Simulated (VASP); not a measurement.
# Sb (R32) in VASP: notebook, part 2 of 2

VASP 6.6.1.

### 4 Relaxation of cell and atoms, PBE

The input, INCAR:

```
SYSTEM = Sb
ALGO = Normal
EDIFF = 1E-6
EDIFFG = -0.04
ENCUT = 600
GGA = PE
IBRION = 2
ISIF = 3
ISMEAR = 0
LASPH = .True.
LCHARG = .False.
LREAL = .False.
LWAVE = .False.
NELM = 60
NSW = 90
PREC = Accurate
SIGMA = 0.1
```

The input, KPOINTS:

```
k-points
0
Gamma
  3 3 3
  0 0 0
```

The input, POSCAR:

```
Sb
1.0
    3.7785610100      2.1815532100      3.0286874900
   -3.7785610100      2.1815532100      3.0286874900
    0.0000000000     -4.3631064300      3.0286874900
Sb
5
Direct
    0.2467715700      0.7532284300      0.0000000000
    0.0000000000      0.2467715700      0.7532284300
    0.7532284300      0.0000000000      0.2467715700
    0.2578843500      0.2578843500      0.2578843500
    0.7421156500      0.7421156500      0.7421156500
```

Potentials or basis: VASP PAW PBE potentials, release 64 (Sb).

Launch:

```console
> cat potpaw_PBE.64/Sb/POTCAR > POTCAR
> mpirun -np 1 vasp_std > vasp.out
```

OUTCAR:

```text
SYSTEM = Sb
   EDIFF = 1E-6
   EDIFFG = -0.04
   ENCUT = 600
   GGA = PE
   IBRION = 2
   ISIF = 3
   ISMEAR = 0
   LASPH = .True.
   LREAL = .False.
   NELM = 60
   NSW = 90
   PREC = Accurate

 ion  position               nearest neighbor table
   1  0.247  0.753  0.000-   4 2.98   5 2.98   4 2.99   5 2.99   3 3.23   2 3.23   2 3.23   3 3.23

   2  0.000  0.247  0.753-   4 2.98   5 2.98   5 2.99   4 2.99   3 3.23   1 3.23   1 3.23   3 3.23

   3  0.753  0.000  0.247-   5 2.98   4 2.98   4 2.99   5 2.99   2 3.23   1 3.23   1 3.23   2 3.23

   4  0.258  0.258  0.258-   2 2.98   1 2.98   3 2.98   3 2.99   1 2.99   2 2.99
   5  0.742  0.742  0.742-   3 2.98   1 2.98   2 2.98   2 2.99   1 2.99   3 2.99

  LATTYP: Found a trigonal (rhomboedric) cell.
 ALAT       =     5.3112753300
 COS(alpha) =    -0.0122440718

  Lattice vectors:

 A1 = (   3.7785610100,   2.1815532100,   3.0286874900)
 A2 = (  -3.7785610100,   2.1815532100,   3.0286874900)
 A3 = (   0.0000000000,  -4.3631064300,   3.0286874900)

Analysis of symmetry for initial positions (statically):
=====================================================================
 Subroutine PRICEL returns:
 Original cell was already a primitive cell.

 Routine SETGRP: Setting up the symmetry group for a
 trigonal (rhombohedral) supercell.

 Subroutine GETGRP returns: Found  6 space group operations
 (whereof  6 operations were pure point group operations)
 out of a pool of 12 trial point group operations.

The static configuration has the point symmetry D_3 .

Analysis of symmetry for dynamics (positions and initial velocities):
=====================================================================
 Subroutine PRICEL returns:
 Original cell was already a primitive cell.

 Routine SETGRP: Setting up the symmetry group for a
 trigonal (rhombohedral) supercell.

 Subroutine GETGRP returns: Found  6 space group operations
 (whereof  6 operations were pure point group operations)
 out of a pool of 12 trial point group operations.

The dynamic configuration has the point symmetry D_3 .
[... 127 lines left out ...]

 number of electron      25.0000000 magnetization

 Free energy of the ion-electron system (eV)
  ---------------------------------------------------
  ext. energy  EPLUGINS =         0.00000000
  ---------------------------------------------------
  free energy    TOTEN  =       -18.54574722 eV

  energy without entropy =      -18.52262279  energy(sigma->0) =      -18.53418501

------------------------ aborting loop because EDIFF is reached ----------------------------------------

  FORCE on cell =-STRESS in cart. coord.  units (eV):
  Direction    XX          YY          ZZ          XY          YZ          ZX
  --------------------------------------------------------------------------------------
  -------------------------------------------------------------------------------------
  Total        8.8160699      8.8160699      8.2053201      0.0000000     -0.0000000      0.0000000
  in kB       94.2947784     94.2947782     87.7623302      0.0000000     -0.0000001      0.0000000
  external PRESSURE =      92.1172956 kB  Pullay stress =       0.0000000 kB
[... 26 lines left out ...]
--------------------------------------- Ionic step        2  -------------------------------------------

 number of electron      24.9999995 magnetization

 E-fermi :   4.9252     XC(G=0):  -8.4648

 val. band max:        4.8989290708   @ k =  -0.3333   0.3333   0.3333
 cond. band min:       5.0027986125   @ k =   0.3333  -0.0000  -0.0000
 fundamental gap:      0.1038695417
 Fermi energy:         4.9251984040

 k-point     1 :       0.0000    0.0000    0.0000
  band No.  band energies     occupation
      1      -6.8103      2.00000
      2      -4.2574      2.00000
      3      -3.6530      2.00000
      4      -3.6530      2.00000
      5      -2.0322      2.00000
      6       0.9537      2.00000
[... 174 lines left out ...]
  FREE ENERGIE OF THE ION-ELECTRON SYSTEM (eV)
  ---------------------------------------------------
  free  energy   TOTEN  =       -19.1743037090 eV

  energy  without entropy=      -19.1565845015  energy(sigma->0) =      -19.16544411

[... ionic steps 4 to 9 ...]

--------------------------------------- Ionic step       10  -------------------------------------------

 number of electron      25.0000003 magnetization

------------------------ aborting loop because EDIFF is reached ----------------------------------------
[... 73 lines left out ...]
--------------------------------------- Ionic step       12  -------------------------------------------

 number of electron      25.0000003 magnetization

 Free energy of the ion-electron system (eV)
  ---------------------------------------------------
  ext. energy  EPLUGINS =         0.00000000
  ---------------------------------------------------
  free energy    TOTEN  =       -19.20795716 eV

  energy without entropy =      -19.18720749  energy(sigma->0) =      -19.19758232

 E-fermi :   5.9273     XC(G=0):  -8.8433

 val. band max:        5.9138213795   @ k =  -0.3333   0.3333   0.3333
 cond. band min:       5.9953196811   @ k =   0.3333  -0.0000  -0.0000
 fundamental gap:      0.0814983016
 Fermi energy:         5.9273323429

 k-point     1 :       0.0000    0.0000    0.0000
  band No.  band energies     occupation
      1      -6.4477      2.00000
      2      -3.5124      2.00000
      3      -2.9067      2.00000
      4      -2.9067      2.00000
      5      -0.8256      2.00000
      6       1.5209      2.00000
[... 135 lines left out ...]
  FREE ENERGIE OF THE ION-ELECTRON SYSTEM (eV)
  ---------------------------------------------------
  free  energy   TOTEN  =       -19.2079571606 eV

  energy  without entropy=      -19.1872074859  energy(sigma->0) =      -19.19758232

 reached required accuracy - stopping structural energy minimisation
```

CONTCAR:

```text
Sb
   1.00000000000000
     4.0364916933348161    2.3304695585570223    3.0699698005054255
    -4.0364916933348161    2.3304695585570223    3.0699698005054255
     0.0000000000000000   -4.6609391279378594    3.0699698005911000
  Sb
     5
Direct
     0.2589026877816670    0.7410973122183329    0.0000000000000000
     0.9999999999997660    0.2589026877814331    0.7410973122183108
     0.7410973122185670    0.0000000000002339    0.2589026877816892
     0.2613730060089153    0.2613730060089153    0.2613730060092370
     0.7386269939910848    0.7386269939910848    0.7386269939907629

  0.00000000E+00  0.00000000E+00  0.00000000E+00
  0.00000000E+00  0.00000000E+00  0.00000000E+00
  0.00000000E+00  0.00000000E+00  0.00000000E+00
  0.00000000E+00  0.00000000E+00  0.00000000E+00
  0.00000000E+00  0.00000000E+00  0.00000000E+00
```

Wall time 3.7 min (1 thread of Intel Xeon 8259CL, shared host); peak memory 0.26 GiB.

Results:

```yaml
Free_energy: -19.2080 eV
Relaxed_volume: 34.65 Å³/atom
Relaxed_cell: a = 5.581 Å, b = 5.581 Å, c = 5.581 Å, α = 92.65°, β = 92.65°, γ = 92.65°
Space_group_after_relaxing_to_0.1_Å: R32 (No. 155)
Energy_gained_by_relaxing: 132.4 meV/atom
Ionic_steps: 12
Pressure_after_relaxing: 0.0 GPa
Largest_force_after_relaxing: 0.033 eV/Å
Band_gap_on_the_k_mesh: zero (an odd number of electrons rules out a gap without spin polarisation)
```

Forces in eV/Å, atoms in the order of the input:
```
Sb   0.010  0.000  0.000
Sb  -0.005  0.009  0.000
Sb  -0.005 -0.009  0.000
Sb   0.000  0.000 -0.033
Sb   0.000  0.000  0.033
```

Stress tensor (GPa, compression positive):
```
-0.02  0.00  0.00
 0.00 -0.02  0.00
 0.00  0.00  0.10
```

The path:
```
step  energy change (eV)  largest force (eV/Å)  pressure (GPa)  volume (Å³)
   1              0.0000                0.8250            9.21       149.80
   2             -0.4336                0.2541           -3.41       190.33
   3             -0.6286                0.1812           -0.07       173.74
   4             -0.6284                0.1837            0.06       173.24
   5             -0.6340                0.1637            0.09       173.06
   6             -0.6475                0.1025            0.18       172.50
   7             -0.6582                0.0361            0.46       171.34
   8             -0.6596                0.0788           -0.29       174.28
   9             -0.6609                0.0617            0.02       173.05
  10             -0.6609                0.0624            0.00       173.08
  11             -0.6613                0.0551            0.01       173.13
  12             -0.6622                0.0334            0.02       173.27
```

Final structure:
```
Sb
1.0
     4.03649    2.33047    3.06997
    -4.03649    2.33047    3.06997
     0.00000   -4.66094    3.06997
Sb
5
Direct
  0.25890 0.74110 0.00000
  0.00000 0.25890 0.74110
  0.74110 0.00000 0.25890
  0.26137 0.26137 0.26137
  0.73863 0.73863 0.73863
```

Caveat: the k points lie up to 0.38 Å⁻¹ apart in the final cell, too coarse for converged energies and pressures of a metal; the volume moved by over 15 % at a fixed basis, so the end points are rough; spin-orbit coupling is left out, which moves the levels of the heavy elements.

### 5 Single point, PBE

This run uses another cell than the first one, of 36.02 Å³/atom.

The input, INCAR:

```
PREC = Accurate
ENCUT = 520
EDIFF = 1E-6
ISMEAR = 0
SIGMA = 0.1
LREAL = False
LASPH = True
NELM = 80
ALGO = Normal
ISIF = 2
LWAVE = False
LCHARG = False
GGA = PE
NBANDS = 20
```

The input, KPOINTS:

```
Automatic mesh
0
Gamma
  6 6 6
```

The input, POSCAR:

```
Sb
1.0
    4.0259144904      2.3243628147      3.2080413468
   -4.0259144904      2.3243628147      3.2080413468
    0.0000000000     -4.6487256295      3.2080413468
Sb
5
Direct
    0.2934924793      0.7065075207      0.0000000000
    0.0000000000      0.2934924793      0.7065075207
    0.7065075207      0.0000000000      0.2934924793
    0.2396563087      0.2396563087      0.2396563087
    0.7603436913      0.7603436913      0.7603436913
```

Launch:

```console
> cat potpaw_PBE.64/Sb/POTCAR > POTCAR
> mpirun -np 1 vasp_std > vasp.out
```

It took 2.3 min on 1 thread of Intel Xeon 8259CL, shared host; peak memory 0.29 GiB.

The run converged. Its results:

| Quantity | Value |
| --- | --- |
| Free energy | -19.2731 eV |
| Pressure | 0.0 GPa |
| Largest force | 0.017 eV/Å |
| Band gap on the k mesh | zero (an odd number of electrons rules out a gap without spin polarisation) |

Forces on the atoms (eV/Å):
```
Sb  -0.014  0.000  0.000
Sb   0.007 -0.012  0.000
Sb   0.007  0.012  0.000
Sb   0.000  0.000 -0.017
Sb   0.000  0.000  0.017
```

Stress tensor (GPa, compression positive):
```
 0.02  0.00  0.00
 0.00  0.02  0.00
 0.00  0.00 -0.08
```

Levels at points of the mesh, in eV from the Fermi level:
```tsv
k point	band 11	band 12	band 13	band 14	band 15	band 16
(0.00, 0.00, 0.00)	-1.33	-1.33	-1.32	1.20	1.20	2.28
(0.50, 0.00, 0.00)	-0.88	-0.66	0.39	0.70	1.21	1.49
(0.50, 0.50, 0.00)	-1.74	-0.82	0.13	1.51	1.70	2.12
(0.50, 0.50, 0.50)	-0.08	0.03	1.35	1.35	1.63	1.79
```

Caveat: spin-orbit coupling is left out, which moves the levels of the heavy elements.

### 6 Relaxation of cell and atoms, PBE

This run uses another cell than the first one, of 34.43 Å³/atom.

The input, INCAR:

```
  ALGO = Normal
  EDIFF = 1E-7
  EDIFFG = -0.01
  ENCUT = 600
  GGA = PE
  IBRION = 2
  ISIF = 3
  ISMEAR = 0
  LASPH = T
  LCHARG = F
  LREAL = F
  LWAVE = F
  NELM = 60
  NSW = 100
  PREC = Accurate
  SIGMA = 0.1
```

The input, KPOINTS:

```
k-points
0
Gamma
  6 6 6
```

The input, POSCAR:

```
Sb
1.0
    3.9984572808      2.3085103874      3.1083209900
   -3.9984572808      2.3085103874      3.1083209900
    0.0000000000     -4.6170207748      3.1083209900
Sb
5
Direct
    0.2548740421      0.7451259579      0.0000000000
    0.0000000000      0.2548740421      0.7451259579
    0.7451259579      0.0000000000      0.2548740421
    0.2691238346      0.2691238346      0.2691238346
    0.7308761654      0.7308761654      0.7308761654
```

Potentials or basis: VASP PAW PBE potentials, release 64 (Sb).

Launch:

```console
> cat potpaw_PBE.64/Sb/POTCAR > POTCAR
> mpirun -np 1 vasp_std > vasp.out
```

Run time: 18 min. Hardware: 1 thread of Intel Xeon 8259CL, shared host; peak memory 0.39 GiB.

It converged, with:

```yaml
Free_energy: -19.2571 eV
Relaxed_volume: 34.17 Å³/atom
Relaxed_cell: a = 5.551 Å, b = 5.551 Å, c = 5.551 Å, α = 91.70°, β = 91.70°, γ = 91.70°
Space_group_after_relaxing_to_0.1_Å: R32 (No. 155)
Energy_gained_by_relaxing: 2.5 meV/atom
Ionic_steps: 15
Pressure_after_relaxing: 0.0 GPa
Largest_force_after_relaxing: 0.008 eV/Å
Band_gap_on_the_k_mesh: zero (an odd number of electrons rules out a gap without spin polarisation)
```

Forces on the atoms (eV/Å):
```
Sb   0.008  0.000  0.000
Sb  -0.004  0.007  0.000
Sb  -0.004 -0.007  0.000
Sb   0.000  0.000 -0.007
Sb   0.000  0.000  0.007
```

Step by step:
```csv
step,energy change (eV),largest force (eV/Å),pressure (GPa),volume (Å³)
1,0.0000,0.1231,-0.33,172.15
2,-0.0042,0.1012,0.12,170.37
3,-0.0043,0.0959,0.23,169.98
4,-0.0078,0.0723,0.16,170.21
5,-0.0106,0.0257,0.05,170.66
6,-0.0114,0.0261,-0.06,171.05
7,-0.0116,0.0270,-0.16,171.44
8,-0.0120,0.0223,-0.09,171.20
9,-0.0122,0.0186,-0.04,171.00
10,-0.0121,0.0107,0.07,170.60
11,-0.0122,0.0165,-0.01,170.89
12,-0.0123,0.0149,0.00,170.86
13,-0.0124,0.0103,0.04,170.77
14,-0.0124,0.0088,0.05,170.74
15,-0.0124,0.0084,0.03,170.83
```

Final structure:
```
Sb
1.0
     3.98326    2.29973    3.10820
    -3.98326    2.29973    3.10820
     0.00000   -4.59947    3.10820
Sb
5
Direct
  0.26054 0.73946 0.00000
  0.00000 0.26054 0.73946
  0.73946 0.00000 0.26054
  0.27168 0.27168 0.27168
  0.72832 0.72832 0.72832
```

Levels at points of the mesh, in eV from the Fermi level:
```tsv
k point	band 9	band 10	band 11	band 12	band 13	band 14	band 15	band 16
(0.00, 0.00, 0.00)	-2.35	-2.35	-1.33	-1.30	-1.30	0.84	1.19	1.19
(0.50, 0.00, 0.00)	-2.98	-2.15	-1.14	-0.93	0.30	0.41	1.06	1.35
(0.50, 0.50, 0.00)	-2.55	-2.43	-1.90	-0.86	0.55	1.09	1.49	1.75
(0.50, 0.50, 0.50)	-0.37	-0.11	-0.11	0.36	1.61	1.67	1.67	1.97
```

Caveat: spin-orbit coupling is left out, which moves the levels of the heavy elements.

### 7 Overview

```csv
task,cell,k mesh,cutoff (eV),gap on the mesh (eV),pressure (GPa),relaxed volume (Å³/atom),largest force (eV/Å)
single point,"a = 5.311 Å, angles 90.7°, 5 atoms, atomic positions A",3 × 3 × 3,520,none,9.2,-,0.83
single point,"a = 5.566 Å, angles 91.8°, 5 atoms, atomic positions B",3 × 3 × 3,520,none,-0.1,-,0.04
relaxation of cell and atoms,"relaxed from a = 5.311 Å, angles 90.7°, 5 atoms, atomic positions A",3 × 3 × 3,600,none,0.0,34.65,0.03
single point,"a = 5.648 Å, angles 90.9°, 5 atoms, atomic positions C",6 × 6 × 6,520,none,0.0,-,0.02
relaxation of cell and atoms,"relaxed from a = 5.566 Å, angles 91.8°, 5 atoms, atomic positions B",6 × 6 × 6,600,none,0.0,34.17,0.01
```

Alike in all rows: level PBE; potentials or basis VASP PAW PBE potentials, release 64 (Sb); no spin polarisation; smearing gaussian 0.1 eV.

Caveats: some runs use coarse meshes; spin-orbit coupling is left out, which moves the levels of the heavy elements; the volume moved by over 15 % at a fixed basis, so the end points are rough (at least some runs).

Total energies depend on the potentials used, so only differences within one code and one set of settings carry meaning.
